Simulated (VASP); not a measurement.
# AlNi3 in VASP: further runs

The runs below take AlNi3 through single point, with PBEsol.

All numbers are computed with VASP 6.6.1; they aren't measurements. Logs are shortened: lines on timing, memory, paths and dates and some standing lists are left out, and cuts for length are marked.

## 1. The cell of the first run

The structure is cubic, space group Fm-3m (No. 225). The conventional cell has a = 5.821 Å, b = 5.821 Å, c = 5.821 Å, α = 90.00°, β = 90.00°, γ = 90.00°. Al (site symmetry m-3m) has 14 Ni at 2.52 to 2.91 Å within 3.3 Å. Ni (site symmetry -43m) has 4 Al at 2.52 Å and 10 Ni at 2.52 to 2.91 Å within 3.3 Å. Within 3.3 Å of Ni (site symmetry m-3m) lie 8 Ni at 2.52 Å and 6 Al at 2.91 Å.

## 2. Single point, PBEsol (strain +0.040 along x and y, +0.040 along z)

The input, INCAR:

```
SYSTEM = AlNi3
PREC = Accurate ; ENCUT = 520
EDIFF = 1E-6 ; ISMEAR = 0
SIGMA = 0.15 ; LREAL = .False.
LASPH = .True. ; NELM = 60
ALGO = Fast ; ISIF = 2
LWAVE = .False. ; LCHARG = .True.
GGA = PS ; LELF = .True.
LVHAR = .True. ; NBANDS = 24
```

The input, KPOINTS:

```
Automatic mesh
0
Gamma
  14 14 14
  0 0 0
```

The input, POSCAR:

```
AlNi3
1.0
    0.0000000000      2.9103441737      2.9103441737
    2.9103441737      0.0000000000      2.9103441737
    2.9103441737      2.9103441737      0.0000000000
Al Ni
1 3
Direct
    0.5000000000      0.5000000000      0.5000000000
    0.2500000000      0.2500000000      0.2500000000
    0.0000000000      0.0000000000      0.0000000000
    0.7500000000      0.7500000000      0.7500000000
```

Potentials or basis: VASP PAW PBE potentials, release 64 (Al, Ni).

On the command line:

```console
> cat potpaw_PBE.64/Al/POTCAR potpaw_PBE.64/Ni/POTCAR > POTCAR
> mpirun -np 1 vasp_std > vasp.out
```

OUTCAR:

```text
SYSTEM = AlNi3
   PREC = Accurate
   ENCUT = 520
   EDIFF = 1E-6
   ISMEAR = 0
   LREAL = .False.
   LASPH = .True.
   NELM = 60
   ISIF = 2
   GGA = PS

 ion  position               nearest neighbor table
   1  0.500  0.500  0.500-   2 2.52   2 2.52   2 2.52   2 2.52   4 2.52   4 2.52   4 2.52   4 2.52
                             3 2.91   3 2.91   3 2.91   3 2.91   3 2.91   3 2.91
   2  0.250  0.250  0.250-   3 2.52   3 2.52   3 2.52   1 2.52   3 2.52   1 2.52   1 2.52   1 2.52
                             4 2.91   4 2.91   4 2.91   4 2.91   4 2.91   4 2.91
   3  0.000  0.000  0.000-   4 2.52   4 2.52   4 2.52   2 2.52   4 2.52   2 2.52   2 2.52   2 2.52
                             1 2.91   1 2.91   1 2.91   1 2.91   1 2.91   1 2.91
   4  0.750  0.750  0.750-   1 2.52   1 2.52   1 2.52   1 2.52   3 2.52   3 2.52   3 2.52   3 2.52
                             2 2.91   2 2.91   2 2.91   2 2.91   2 2.91   2 2.91

  LATTYP: Found a face centered cubic cell.
 ALAT       =     5.8206883474

  Lattice vectors:

 A1 = (   0.0000000000,   2.9103441737,   2.9103441737)
 A2 = (   2.9103441737,   0.0000000000,   2.9103441737)
 A3 = (   2.9103441737,   2.9103441737,   0.0000000000)

Analysis of symmetry for initial positions (statically):
=====================================================================
 Subroutine PRICEL returns:
 Original cell was already a primitive cell.

 Routine SETGRP: Setting up the symmetry group for a
 face centered cubic supercell.

 Subroutine GETGRP returns: Found 48 space group operations
 (whereof 48 operations were pure point group operations)
 out of a pool of 48 trial point group operations.

The static configuration has the point symmetry O_h .

Analysis of symmetry for dynamics (positions and initial velocities):
=====================================================================
 Subroutine PRICEL returns:
 Original cell was already a primitive cell.

 Routine SETGRP: Setting up the symmetry group for a
 face centered cubic supercell.

 Subroutine GETGRP returns: Found 48 space group operations
 (whereof 48 operations were pure point group operations)
 out of a pool of 48 trial point group operations.

The dynamic configuration has the point symmetry O_h .

 Subroutine INISYM returns: Found 48 space group operations
 (whereof 48 operations are pure point group operations),
 and found     1 'primitive' translations

----------------------------------------------------------------------------------------

                                     Primitive cell

  volume of cell :      49.3018

  direct lattice vectors                    reciprocal lattice vectors
     0.000000000  2.910344174  2.910344174    -0.171800986  0.171800986  0.171800986
     2.910344174  0.000000000  2.910344174     0.171800986 -0.171800986  0.171800986
     2.910344174  2.910344174  0.000000000     0.171800986  0.171800986 -0.171800986

  length of vectors
     4.115848202  4.115848202  4.115848202     0.297568037  0.297568037  0.297568037

  position of ions in fractional coordinates (direct lattice)
     0.500000000  0.500000000  0.500000000
     0.250000000  0.250000000  0.250000000
     0.000000000  0.000000000  0.000000000
     0.750000000  0.750000000  0.750000000

  ion indices of the primitive-cell ions
   primitive index   ion index
                 1           1
                 2           2
                 3           3
                 4           4

----------------------------------------------------------------------------------------

 KPOINTS: Automatic mesh

Automatic generation of k-mesh.
 Grid dimensions read from file:
 generate k-points for:   14   14   14

 Generating k-lattice:

  Cartesian coordinates                     Fractional coordinates (reciprocal lattice)
    -0.012271499  0.012271499  0.012271499     0.071428571  0.000000000  0.000000000
     0.012271499 -0.012271499  0.012271499     0.000000000  0.071428571  0.000000000
     0.012271499  0.012271499 -0.012271499     0.000000000  0.000000000  0.071428571

  Length of vectors
     0.021254860  0.021254860  0.021254860

  Shift w.r.t. Gamma in fractional coordinates (k-lattice)
     0.000000000  0.000000000  0.000000000

 Subroutine IBZKPT returns following result:
 ===========================================

 Found    104 irreducible k-points:

 Following reciprocal coordinates:
            Coordinates               Weight
  0.000000  0.000000  0.000000      1.000000
  0.071429  0.000000  0.000000      8.000000
  0.142857  0.000000  0.000000      8.000000
  0.214286  0.000000  0.000000      8.000000
  0.285714  0.000000  0.000000      8.000000
  0.357143  0.000000  0.000000      8.000000
[... 16 lines left out ...]
  0.214286  0.142857  0.000000     24.000000
  0.285714  0.142857  0.000000     24.000000
 [... further k-points ...]
   k-points           NKPTS =    104   k-points in BZ     NKDIM =    104   number of bands    NBANDS=     24
   number of dos      NEDOS =    301   number of ions     NIONS =      4
   total plane-waves  NPLWV =  32768
   dimension x,y,z NGX =    32 NGY =   32 NGZ =   32
   dimension x,y,z NGXF=    64 NGYF=   64 NGZF=   64
   ions per type =               1   3
   NGX,Y,Z   is equivalent  to a cutoff of  12.93, 12.93, 12.93 a.u.
   NGXF,Y,Z  is equivalent  to a cutoff of  25.85, 25.85, 25.85 a.u.
 SYSTEM =  AlNi3
   PREC   = accura    normal or accurate (medium, high low for compatibility)
   ISTART =      0    job   : 0-new  1-cont  2-samecut
   ICHARG =      2    charge: 1-file 2-atom 10-const
   ISPIN  =      1    spin polarized calculation?
   LNONCOLLINEAR =      F non collinear calculations
   LSORBIT =      F    spin-orbit coupling
   LASPH  =      T    aspherical Exc in radial PAW
   ENCUT  =  520.0 eV  38.22 Ry    6.18 a.u.   7.65  7.65  7.65*2*pi/ulx,y,z
   NELM   =     60;   NELMIN=  2; NELMDL= -5     # of ELM steps
   EDIFF  = 0.1E-05   stopping-criterion for ELM
   LREAL  =      F    real-space projection
   EDIFFG = 0.1E-04   stopping-criterion for IOM
   NSW    =      0    number of steps for IOM
   IBRION =     -1    ionic relax: 0-MD 1-quasi-New 2-CG
   NFREE  =      0    steps in history (QN), initial steepest desc. (CG)
   ISIF   =      2    stress and relaxation
   ISYM   =      2    0-nonsym 1-usesym 2-fastsym
   POTIM  = 0.5000    time-step for ionic-motion
   TEBEG  =    0.0;   TEEND  =   0.0 temperature during run
   PSTRESS=    0.0 pullay stress
   NELECT =      33.0000    total number of electrons
   NUPDOWN=      -1.0000    fix difference up-down
   EMIN   =  10.00;   EMAX   =-10.00  energy-range for DOS
   EFERMI =   0.00;   METHOD = LEGACY
   ISMEAR =     0;   SIGMA  =   0.15  broadening in eV -4-tet -1-fermi 0-gaus
   EFERMI_NEDOS =   21; number of points for ismear=-14 and -15
   IALGO  =     68    algorithm
   IMIX   =      4    mixing-type and parameters
     AMIX     =   0.40;   BMIX     =  1.00
     AMIX_MAG =   1.60;   BMIX_MAG =  1.00
  volume/ion in A,a.u.               =      12.33        83.18
  Fermi-wavevector in a.u.,A,eV,Ry     =   1.432051  2.706184 27.902418  2.050770
  Thomas-Fermi vector in A             =   2.551721
   LORBIT       =      0    0 simple, 1 ext, 2 COOP (PROOUT), +10 PAW based schemes
   GGA     = PS    functional components
   LHFCALC =     F    Hartree Fock is set to
   AEXX    =    0.0000 exact exchange contribution
   IVDW    =     0    specifies the selected vdW correction
   LEPSILON=     F    determine dielectric tensor
   LRPA    =     F    only Hartree local field effects (RPA)
 non-spin polarized calculation
 RMM-DIIS sequential band-by-band and
 Gauss-broadening in eV      SIGMA  =   0.15
  energy-cutoff  :      520.00
  volume of cell :       49.30
 maximum number of plane-waves:      1363
   NGX = 15   NGY = 15   NGZ = 15

 number of electron      32.9999977 magnetization

 Free energy of the ion-electron system (eV)
  ---------------------------------------------------
  ext. energy  EPLUGINS =         0.00000000
  ---------------------------------------------------
  free energy    TOTEN  =       -23.74827174 eV

  energy without entropy =      -23.71148004  energy(sigma->0) =      -23.72987589

 E-fermi :   8.2940     XC(G=0): -12.3560

 val. band max:        8.2795138218   @ k =   0.5000   0.4286   0.0714
 cond. band min:       8.2969258624   @ k =   0.5000   0.4286   0.0000
 fundamental gap:      0.0174120406
 Fermi energy:         8.2939998469

 k-point     1 :       0.0000    0.0000    0.0000
  band No.  band energies     occupation
      1      -1.1251      2.00000
      2       5.2631      2.00000
      3       5.2631      2.00000
      4       5.3063      2.00000
      5       5.3063      2.00000
      6       5.3063      2.00000
[... 16 lines left out ...]
     23      14.3535      0.00000
     24      16.3849      0.00000

 k-point     2 :       0.0714    0.0000    0.0000
  band No.  band energies     occupation
      1      -1.0552      2.00000
      2       5.2086      2.00000
      3       5.2086      2.00000
      4       5.2645      2.00000
      5       5.3957      2.00000
      6       5.3957      2.00000
[... 16 lines left out ...]
     23      14.8929      0.00000
     24      16.2052      0.00000

 k-point     3 :       0.1429    0.0000    0.0000
  band No.  band energies     occupation
      1      -0.8467      2.00000
      2       5.1355      2.00000
      3       5.1735      2.00000
      4       5.1735      2.00000
      5       5.5306      2.00000
      6       5.5306      2.00000
[... 16 lines left out ...]
     23      15.4334      0.00000
     24      16.0404      0.00000
[... 514 lines left out ...]
 k-point    23 :       0.2143    0.1429    0.0000
  band No.  band energies     occupation
      1      -0.5034      2.00000
      2       4.7143      2.00000
      3       5.3922      2.00000
      4       5.3966      2.00000
      5       5.5688      2.00000
      6       5.6119      2.00000
[... 16 lines left out ...]
     23      15.4865      0.00000
     24      16.9749      0.00000

 k-point    24 :       0.2857    0.1429    0.0000
  band No.  band energies     occupation
      1      -0.1216      2.00000
      2       4.5313      2.00000
      3       5.2722      2.00000
      4       5.4106      2.00000
      5       5.7054      2.00000
      6       5.7204      2.00000
[... 16 lines left out ...]
     23      15.4570      0.00000
     24      17.1593      0.00000

 [... further k-points ...]

------------------------ aborting loop because EDIFF is reached ----------------------------------------

  FORCE on cell =-STRESS in cart. coord.  units (eV):
  Direction    XX          YY          ZZ          XY          YZ          ZX
  --------------------------------------------------------------------------------------
  -------------------------------------------------------------------------------------
  Total       -5.4805462     -5.4805462     -5.4805462     -0.0000000     -0.0000000      0.0000000
  in kB     -178.1030576   -178.1030576   -178.1030576     -0.0000000     -0.0000000      0.0000000
  external PRESSURE =    -178.1030576 kB  Pullay stress =       0.0000000 kB

 VOLUME and BASIS-vectors are now :
 -----------------------------------------------------------------------------
  energy-cutoff  :      520.00
  volume of cell :       49.30
      direct lattice vectors                 reciprocal lattice vectors
     0.000000000  2.910344174  2.910344174    -0.171800986  0.171800986  0.171800986
     2.910344174  0.000000000  2.910344174     0.171800986 -0.171800986  0.171800986
     2.910344174  2.910344174  0.000000000     0.171800986  0.171800986 -0.171800986

 POSITION                                       TOTAL-FORCE (eV/Angst)
 -----------------------------------------------------------------------------------
      2.91034      2.91034      2.91034        -0.000000     -0.000000      0.000000
      1.45517      1.45517      1.45517         0.000000      0.000000     -0.000000
      0.00000      0.00000      0.00000        -0.000000     -0.000000      0.000000
      4.36552      4.36552      4.36552        -0.000000     -0.000000      0.000000
 -----------------------------------------------------------------------------------
    total drift:                               -0.000000     -0.000000      0.000000

  FREE ENERGIE OF THE ION-ELECTRON SYSTEM (eV)
  ---------------------------------------------------
  free  energy   TOTEN  =       -23.7482717390 eV

  energy  without entropy=      -23.7114800363  energy(sigma->0) =      -23.72987589
```

It took 51 s on 1 thread of Intel Xeon 6975P-C (Granite Rapids), shared host; peak memory 0.24 GiB.

Results:

```
Free energy            : -23.7483 eV
Pressure               : -17.8 GPa
Band gap on the k mesh : zero (an odd number of electrons rules out a gap without spin polarisation)
```

Caveat: the cell differs from its parent crystal (strain +0.040 along x and y, +0.040 along z); the cell stands under tension; the PAW data sets were made with another functional, which shifts forces and pressure a little. Spin polarisation is off, so any magnetic state and its effect on volume and gap are missing.

## 3. Single point, PBEsol (strain -0.080 along x and y, -0.080 along z)

The input, INCAR:

```
PREC     = Accurate       # precision mode
ENCUT    = 520            # plane-wave cutoff, eV
EDIFF    = 1E-6           # SCF threshold, eV
ISMEAR   = 0              # smearing method
SIGMA    = 0.15           # smearing width, eV
LREAL    = F              # projectors in reciprocal space
LASPH    = T              # aspherical terms in the spheres
NELM     = 80             # most SCF steps
ALGO     = Normal         # electronic algorithm
ISIF     = 2              # what is computed and relaxed
LWAVE    = F              # write WAVECAR
LCHARG   = F              # write CHGCAR
GGA      = PS             # functional
NBANDS   = 24             # bands
```

The input, KPOINTS:

```
regular mesh
0
Gamma
  14 14 14
```

The input, POSCAR:

```
AlNi3
1.0
    0.0000000000      2.5745352306      2.5745352306
    2.5745352306      0.0000000000      2.5745352306
    2.5745352306      2.5745352306      0.0000000000
Al Ni
1 3
Direct
    0.5000000000      0.5000000000      0.5000000000
    0.2500000000      0.2500000000      0.2500000000
    0.0000000000      0.0000000000      0.0000000000
    0.7500000000      0.7500000000      0.7500000000
```

Potentials or basis: VASP PAW PBE potentials, release 64 (Al, Ni).

On the command line:

```console
> cat potpaw_PBE.64/Al/POTCAR potpaw_PBE.64/Ni/POTCAR > POTCAR
> mpirun -np 1 vasp_std > vasp.out
```

Wall time 40 s (1 thread of Intel Xeon 6975P-C (Granite Rapids), shared host); peak memory 0.2 GiB.

Results (log left out):

```yaml
Free_energy: -21.9568 eV
Pressure: 88.3 GPa
Band_gap_on_the_k_mesh: zero (an odd number of electrons rules out a gap without spin polarisation)
```

Levels at points of the mesh, in eV from the Fermi level:
| k point | band 13 | band 14 | band 15 | band 16 | band 17 | band 18 | band 19 | band 20 |
| --- | --- | --- | --- | --- | --- | --- | --- | --- |
| (0.00, 0.00, 0.00) | -0.80 | -0.80 | -0.76 | -0.76 | 6.31 | 6.31 | 6.31 | 7.37 |
| (0.50, 0.00, 0.00) | -0.94 | -0.94 | -0.67 | -0.67 | -0.18 | 5.00 | 5.00 | 6.12 |
| (0.50, 0.50, 0.00) | -1.52 | -1.07 | -0.84 | -0.52 | -0.52 | -0.45 | 0.02 | 5.58 |

Caveat: the cell differs from its parent crystal (strain -0.080 along x and y, -0.080 along z); the cell stands under pressure; the PAW data sets were made with another functional, which shifts forces and pressure a little. Spin polarisation is off, so any magnetic state and its effect on volume and gap are missing.

(Continued in part 2 of 2.)
